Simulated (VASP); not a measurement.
Runs of VASP 6.6.1 on InAs (de600). The structure is that of space group F-43m (No. 216), or close to it. The cells are those of the table. 

```csv
task,cell,k mesh,cutoff (eV),smearing,gap on the mesh (eV),pressure (GPa)
single point,"a = 4.318 Å, angles 60.0°, 2 atoms",6 × 6 × 6,520,gaussian 0.1 eV,none,-2.0
single point,"a = 4.261 Å, angles 60.0°, 2 atoms",10 × 10 × 10,520,gaussian 0.1 eV,none,0.2
relaxation of cell and atoms,"relaxed from a = 4.261 Å, angles 60.0°, 2 atoms",12 × 12 × 12,600,fermi-dirac 0.15 eV,none,0.0
single point,"a = 4.261 Å, angles 60.0°, 2 atoms",12 × 12 × 12,520,fermi-dirac 0.15 eV,none,(a)
```

Alike in all rows: level LDA; potentials or basis VASP PAW LDA potentials, release 64 (In_d, As); no spin polarisation.

Q: Estimate the missing entries.

A: (a) 0.1.

Caveats: spin-orbit coupling is left out, which moves the levels of the heavy elements.

A k mesh can miss the band edges, and the runs leave out spin-orbit coupling on As, In.

A gap of «none» marks levels without a gap at the run's occupations.
